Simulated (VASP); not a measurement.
Input of a VASP 6.6.1 run:

File INCAR:

```
PREC = Accurate
ENCUT = 520
EDIFF = 1E-6
ISMEAR = 0
SIGMA = 0.05
LREAL = F
LASPH = T
NELM = 100
ALGO = Normal
ISIF = 2
LWAVE = F
LCHARG = F
GGA = PE
NBANDS = 26
```

KPOINTS

```
Automatic mesh
0
Gamma
  12 12 6
```

POSCAR

```
ZnO
1.0
    3.0578012714      0.0000000000      0.0000000000
   -1.5289006357      2.6481335808      0.0000000000
    0.0000000000      0.0000000000      5.8763559445
Zn O
2 2
Direct
    0.3333333333      0.6666666667      0.0000000000
    0.6666666667      0.3333333333      0.5000000000
    0.3333333333      0.6666666667      0.3821000000
    0.6666666667      0.3333333333      0.8821000000
```

Potentials or basis: VASP PAW PBE potentials, release 64 (Zn, O).

Run with:

```bash
$ cat potpaw_PBE.64/Zn/POTCAR potpaw_PBE.64/O/POTCAR > POTCAR
$ mpirun -np 1 vasp_std > vasp.out
```

Question: Estimate the band gap on the k mesh.

Answer: 0.34 eV, direct.

Question: What does it give for the largest force?

Answer: 1.012 eV/Å.

Question: Estimate the pressure.

Answer: 12.7 GPa.

Forces in eV/Å, atoms in the order of the input:
```
Zn   0.000  0.000  1.012
Zn   0.000  0.000  1.012
O    0.000  0.000 -1.012
O    0.000  0.000 -1.012
```

Caveat: forces of over 1 eV/Å act on the atoms, so gaps and moduli don't describe the material at rest.
